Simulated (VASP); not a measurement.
# KI: electric field gradients with PBEsol

Crystal: KI.

```
K I
1.0
     0.00000    3.55980    3.52455
     3.55980    0.00000    3.52455
     3.55980    3.55980    0.00000
K I
1 1
Direct
  0.00000 0.00000 0.00000
  0.50000 0.50000 0.50000
```

This cell differs from its parent crystal: equal xx and yy strain of +1 %.

| Quantity | Value |
| --- | --- |
| Program | VASP 6.6.1 |
| Task | electric field gradients |
| Functional | PBEsol |
| Potentials or basis | VASP PAW PBE potentials, release 64 (K_sv, I) |
| Cutoff | 400 eV |
| k mesh | 8 × 8 × 8 |
| Occupations | fermi-dirac, width 0.01 eV |
| Spin | no spin polarisation |
| Dipole correction | no |
| Further INCAR settings | ALGO = Normal; EDIFF = 1e-08; NBANDS = 15 |

```
Pressure                                : -0.4 GPa
Band gap on the k mesh                  : 3.79 eV
Largest electric field gradient by atom : K -1.3; I -2.0 V/Å²
```

Stress tensor (GPa, compression positive):
```
-0.46  0.00  0.00
 0.00 -0.46  0.00
 0.00  0.00 -0.24
```

Levels at points of the mesh, in eV from the valence-band top:
| k point | band 6 | band 7 | band 8 | band 9 | band 10 | band 11 |
| --- | --- | --- | --- | --- | --- | --- |
| (0.00, 0.00, 0.00) | 0.00 | 0.00 | 0.00 | 3.79 | 6.41 | 6.41 |
| (0.50, 0.00, 0.00) | -1.32 | -0.33 | -0.33 | 5.37 | 7.57 | 8.00 |
| (0.50, 0.50, 0.00) | -0.99 | -0.38 | -0.38 | 4.84 | 5.65 | 8.08 |
| (0.50, 0.00, 0.50) | -1.00 | -0.37 | -0.36 | 4.85 | 5.64 | 8.05 |

Electric field gradients, principal values (V/Å²):
```tsv
atom	least	middle	greatest (by size)
1 K	0.661	0.662	-1.322
2 I	0.987	0.987	-1.975
```

Wall time 58 s on 1 thread of Intel Xeon 8259CL (shared host), peak memory 0.23 GiB.

Caveat: the cell differs from its parent crystal (equal xx and yy strain of +1 %); without QUAD_EFG the Cq values of the log hold for a quadrupole moment of 1 mb, not for the nuclei; the PAW data sets were made with another functional, which shifts forces and pressure a little; spin-orbit coupling is left out, which moves the levels of the heavy elements. A k mesh can miss the band edges.
